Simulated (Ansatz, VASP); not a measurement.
This is a calculation of BaTiO3 for VASP 6.6.1.

File INCAR:

```
SYSTEM = BaTiO3
ALGO     = Normal         ! electronic algorithm
EDIFF    = 1E-6           ! SCF threshold, eV
ENCUT    = 600            ! plane-wave cutoff, eV
GGA      = LIBXC          ! functional
GGA_COMPAT= .False.      
ISIF     = 2              ! what is computed and relaxed
ISMEAR   = -1             ! smearing method
LASPH    = .True.         ! aspherical terms in the spheres
LCHARG   = .True.         ! write CHGCAR
LELF     = .True.         ! ELF
LIBXC1   = GGA_X_B88    
LIBXC2   = GGA_C_PBE    
LREAL    = .False.        ! projectors in reciprocal space
LVHAR    = .True.       
LWAVE    = .False.        ! write WAVECAR
NBANDS   = 28             ! bands
NELM     = 120            ! most SCF steps
PREC     = Accurate       ! precision mode
SIGMA    = 0.05           ! smearing width, eV
```

The input KPOINTS:

```
k-points
0
Gamma
  7 7 7
  0 0 0
```

POSCAR

```
BaTiO3
1.0
    4.0262895137      0.0000000000      0.0000000000
    0.0000000000      4.0262895137      0.0000000000
    0.0000000000      0.0000000000      4.0446100470
Ba Ti O
1 1 3
Direct
    0.0000000000      0.0000000000      0.0000000000
    0.5000000000      0.5000000000      0.4900000000
    0.0000000000      0.5000000000      0.5170000000
    0.5000000000      0.0000000000      0.5170000000
    0.5000000000      0.5000000000      0.0190000000
```

Potentials or basis: VASP PAW PBE potentials, release 64 (Ba_sv, Ti_sv, O).

Launch:

```bash
$ cat potpaw_PBE.64/Ba_sv/POTCAR potpaw_PBE.64/Ti_sv/POTCAR potpaw_PBE.64/O/POTCAR > POTCAR
$ mpirun -np 1 vasp_std > vasp.out
```

Translate it to Ansatz 0.2.0. Potentials there: Ansatz PAW.

As run (the cutoff follows the program's own potentials):

Contents of input.yaml:

```yaml
crystal:
  lattice:
    - [4.0262895137, 0.0, 0.0]
    - [0.0, 4.0262895137, 0.0]
    - [0.0, 0.0, 4.044610047]
  atoms:
    - { symbol: Ba, position: [0.0, 0.0, 0.0] }
    - { symbol: Ti, position: [0.5, 0.5, 0.49] }
    - { symbol: O, position: [0.0, 0.5, 0.517] }
    - { symbol: O, position: [0.5, 0.0, 0.517] }
    - { symbol: O, position: [0.5, 0.5, 0.019] }
hamiltonian:
  xc: { exchange: b88, correlation: pbe }
  pseudopotentials: { kind: paw }
kpoints:
  mp_grid: { grid: [7, 7, 7] }
scf:
  occupations: { method: fermi_dirac, width: 0.05 }
output:
  forces: true
  stress: true
  eigenvalues: true
```

Potentials or basis: Ansatz PAW.

Launch:

```console
$ ansatz run input.yaml --threads 2 --pin off --max-ram 5120MiB --backend cpu --events-out ev --progress --plain --runs-dir out
```

Both were run:

|  | VASP | Ansatz | Ansatz less VASP |
| --- | --- | --- | --- |
| gap on the k mesh at the Fermi level (eV) | 1.83 | 1.89 | +0.060 |
| least direct gap on the mesh (eV) | 2.04 | 2.06 | +0.025 |
| pressure (GPa) | 0.3 | -1.2 | -1.48 |
| traceless stress, the component that is largest in VASP (GPa) | 0.57 | 0.54 | -0.033 |
| rms of the force components (eV/Å) | 0.128 | 0.135 | +0.0068 |

VASP's potentials were made for PBE, not for b88 exchange, pbe correlation. Atom by atom the forces differ by 0.014 eV/Å (rms over components).

Spin-orbit coupling is off throughout. Noted on Ansatz's run: odd divisions of the mesh miss points on the zone boundary, where band edges often lie, so the gap on the mesh can be too wide.
